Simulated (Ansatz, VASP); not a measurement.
# Two plane-wave programs on Te2Mo

```xyz
3
Lattice="1.7734 1.0239 7.1041 -1.7734 1.0239 7.1041 0.0000 -2.0478 7.1041" Properties=species:S:1:pos:R:3 pbc="T T T"
Mo    0.0000    0.0000   -0.0008
Te    0.0000    0.0000    8.8963
Te    0.0000    0.0000    5.3128
```

Alike in both runs: task single point; functional PBE; k mesh 4 × 4 × 4; no spin polarisation.

```csv
,VASP,Ansatz
version,VASP 6.6.1,Ansatz 0.2.0
potentials or method,"VASP PAW PBE potentials, release 64 (Mo_sv, Te)",plane waves
plane-wave cutoff (eV),520,420
occupations,"gaussian, width 0.01 eV",fixed
valence electrons in the cell,26,46
```

```csv
,VASP,Ansatz,Ansatz less VASP
gap on the k mesh at the Fermi level (eV),0.98,0.98,+0.005
pressure (GPa),1.8,1.7,-0.01
"traceless stress, the component that is largest in VASP (GPa)",1.03,0.97,-0.060
rms of the force components (eV/Å),0.104,0.097,-0.0068
```

Atom by atom the forces differ by 0.007 eV/Å (rms over components). VASP's potentials hold 26 valence electrons a cell and Ansatz's 46, so a difference there can come from the potentials and not from the codes.

The k mesh is coarse, so the values compare programs but aren't converged. Spin-orbit coupling is off throughout.
